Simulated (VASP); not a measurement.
# Te2Mo: single point with r2SCAN

Crystal: Te2Mo.

```xyz
6
Lattice="3.3854 0.0000 0.0000 -1.6927 2.9318 0.0000 0.0000 0.0000 13.9899" Properties=species:S:1:pos:R:3 pbc="T T T"
Te    0.0000    1.9545    8.7924
Te    1.6927    0.9773    1.7975
Te    0.0000    1.9545   12.1924
Te    1.6927    0.9773    5.1975
Mo    0.0000    1.9545    3.4975
Mo    1.6927    0.9773   10.4924
```

This cell differs from its parent crystal: strain -0.050 along x and y, -0.050 along z.

```
Program                : VASP 6.6.1
Task                   : single point
Functional             : r2SCAN
Potentials or basis    : VASP PAW PBE potentials, release 64 (Te, Mo_sv)
Cutoff                 : 520 eV
k mesh                 : 12 × 12 × 2
Occupations            : gaussian, width 0.05 eV
Spin                   : no spin polarisation
Dipole correction      : no
Further INCAR settings : ALGO = Normal; EDIFF = 1e-06; NBANDS = 35
```

```yaml
Pressure: 20.3 GPa
Largest_force: 2.770 eV/Å
Band_gap_on_the_k_mesh: 1.09 eV (least direct gap 1.31 eV)
```

Forces in eV/Å, atoms in the order of the input:
```
Te   0.000  0.000 -2.770
Te   0.000  0.000 -2.770
Te   0.000  0.000  2.770
Te   0.000  0.000  2.770
Mo   0.000  0.000  0.000
Mo   0.000  0.000  0.000
```

Stress tensor (GPa, compression positive):
```
18.86  0.00  0.00
 0.00 18.86  0.00
 0.00  0.00 23.23
```

Levels at points of the mesh, in eV from the valence-band top:
| k point | band 24 | band 25 | band 26 | band 27 | band 28 | band 29 |
| --- | --- | --- | --- | --- | --- | --- |
| (0.00, 0.00, 0.00) | -1.22 | -0.63 | 0.00 | 3.72 | 3.72 | 3.80 |
| (0.50, 0.00, 0.00) | -1.14 | -0.53 | -0.35 | 1.59 | 1.63 | 1.90 |
| (0.00, 0.00, 0.50) | -1.31 | -0.17 | -0.17 | 3.75 | 3.75 | 3.75 |
| (0.50, 0.00, 0.50) | -1.13 | -0.44 | -0.44 | 1.61 | 1.61 | 2.07 |

It took 19 min on 1 thread of Intel Xeon 8259CL (shared host), peak memory 0.4 GiB.

Caveat: the cell differs from its parent crystal (strain -0.050 along x and y, -0.050 along z); the cell stands under pressure; the PAW data sets were made with another functional, which shifts forces and pressure a little; spin-orbit coupling is left out, which moves the levels of the heavy elements. A k mesh can miss the band edges.
